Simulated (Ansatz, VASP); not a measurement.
**Ni in VASP and in Ansatz**

Contents of INCAR:

```
SYSTEM = Ni
PREC = Accurate
ENCUT = 600
EDIFF = 1E-6
ISMEAR = -1
SIGMA = 0.1
LREAL = .FALSE.
LASPH = .TRUE.
NELM = 120
ALGO = Normal
ISIF = 2
LWAVE = .FALSE.
LCHARG = .FALSE.
GGA = CA
NBANDS = 11
GGA_COMPAT = .FALSE.
```

File KPOINTS:

```
regular mesh
0
G
  23 23 23
  0 0 0
```

POSCAR

```
Ni
1.0
    0.0000000000      1.7104399105      1.7104399105
    1.7104399105      0.0000000000      1.7104399105
    1.7104399105      1.7104399105      0.0000000000
Ni
1
Direct
    0.0000000000      0.0000000000      0.0000000000
```

Input for Ansatz:

```yaml
crystal:
  lattice:
    - [0.0, 1.7104399105, 1.7104399105]
    - [1.7104399105, 0.0, 1.7104399105]
    - [1.7104399105, 1.7104399105, 0.0]
  atoms:
    - { symbol: Ni, position: [0.0, 0.0, 0.0] }
hamiltonian:
  xc: lda
  pseudopotentials:
    kind: paw
    azcp:
      Ni: "pseudopotentials/Ni.paw.azcp"
basis:
  ecutwfc: 420
  fft_grid_basis: typed
kpoints:
  mp_grid: { grid: [23, 23, 23], shift: [0, 0, 0] }
magnetization:
  spin_polarized: false
scf:
  occupations: { method: fermi_dirac, width: 0.1 }
  lower_state_search: "off"
output:
  stress: true
```

Alike in both runs: task single point; functional LDA; k mesh 23 × 23 × 23; occupations fermi-dirac, width 0.1 eV; no spin polarisation.

|  | VASP | Ansatz |
| --- | --- | --- |
| version | VASP 6.6.1 | Ansatz 0.2.0 |
| potentials or method | VASP PAW LDA potentials, release 64 (Ni), cutoff 600 eV | plane waves (420 eV) with PAW, scalar-relativistic |
| valence electrons in the cell | 10 | 18 |

Ansatz gave:

- pressure (GPa): 0.0

Task: Which values does VASP return?

Result: Pressure (GPa): -0.1.

Ansatz warns that its potentials were made for another functional, while VASP's fit it. LDA's correlation is that of Perdew and Zunger in VASP and of Perdew and Wang (1992) in Ansatz. VASP's potentials hold 10 valence electrons a cell and Ansatz's 18, so a difference there can come from the potentials and not from the codes.
